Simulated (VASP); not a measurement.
A run of VASP 6.6.1:

Contents of INCAR:

```
PREC     = Accurate       # precision mode
ENCUT    = 520            # plane-wave cutoff, eV
EDIFF    = 1E-6           # SCF threshold, eV
ISMEAR   = -1             # smearing method
SIGMA    = 0.05           # smearing width, eV
LREAL    = F              # projectors in reciprocal space
LASPH    = T              # aspherical terms in the spheres
NELM     = 150            # most SCF steps
ALGO     = Normal         # electronic algorithm
ISIF     = 2              # what is computed and relaxed
LWAVE    = F              # write WAVECAR
LCHARG   = F              # write CHGCAR
MAGMOM   = 0 0 0 0 0 0    # initial moments
LORBIT   = 11             # projections on sites
LSORBIT  = T              # spin-orbit coupling
GGA_COMPAT= F            
LORBMOM  = T            
LMAXMIX  = 4              # l up to which the mixer works
GGA      = PE             # functional
NBANDS   = 32             # bands
```

KPOINTS

```
regular mesh
0
Gamma
  7 7 5
```

The input POSCAR:

```
MoSe
1.0
    3.4706685900      0.0000000000      0.0000000000
   -1.7353343000      3.0056871700      0.0000000000
    0.0000000000      0.0000000000      4.3727953400
Mo Se
1 1
Direct
    0.6666666700      0.3333333300      0.0254445500
    0.3333333300      0.6666666700      0.1184304700
```

Potentials or basis: VASP PAW PBE potentials, release 64 (Mo_sv, Se).

Run with:

```console
$ cat potpaw_PBE.64/Mo_sv/POTCAR potpaw_PBE.64/Se/POTCAR > POTCAR
$ mpirun -np 1 vasp_ncl > vasp.out
```

Hardware: 1 thread of Intel(R) Xeon(R) 6975P-C (Granite Rapids), with other jobs on the host.

Q: Estimate the wall time of this run.

A: It took 100 s on 1 thread of Intel(R) Xeon(R) 6975P-C (Granite Rapids) (shared host), peak memory 0.36 GiB. Counts: scf iterations 14, k points 60.
